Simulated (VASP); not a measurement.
Here is a VASP 6.6.1 calculation.

INCAR

```
PREC = Accurate
ENCUT = 600
EDIFF = 1E-6
ISMEAR = 0
SIGMA = 0.05
LREAL = F
LASPH = T
NELM = 120
ALGO = Normal
ISIF = 2
LWAVE = F
LCHARG = F
GGA = PE
NBANDS = 11
GGA_COMPAT = F
```

The input KPOINTS:

```
Automatic mesh
0
Gamma
  4 4 4
```

Contents of POSCAR:

```
SiC
1.0
    0.0000000000      2.1740000000      2.1740000000
    2.1740000000      0.0000000000      2.1740000000
    2.1740000000      2.1740000000      0.0000000000
Si C
1 1
Direct
   -0.0689972401     -0.0689972401      0.0689972401
    0.7500000000      0.7500000000      0.7500000000
```

Potentials or basis: VASP PAW PBE potentials, release 64 (Si, C).

The run is started by

```sh
$ cat potpaw_PBE.64/Si/POTCAR potpaw_PBE.64/C/POTCAR > POTCAR
$ mpirun -np 1 vasp_std > vasp.out
```

Q: What does it give for the pressure?

A: 15.4 GPa.

Q: Predict the band gap on the k mesh.

A: 0.04 eV, indirect (least direct gap 3.87 eV).

Q: What does it give for the largest force?

A: 5.213 eV/Å.

Forces in eV/Å, atoms in the order of the input:
```
Si   0.000  0.000  5.213
C    0.000  0.000 -5.213
```

Caveat: the k points lie up to 0.63 Å⁻¹ apart; the cell differs from its parent crystal (atom 1 (Si) moved by (+0.000, -0.300) A along [1 1 0] and z); forces of over 1 eV/Å act on the atoms, so gaps and moduli don't describe the material at rest. A k mesh can miss the band edges.
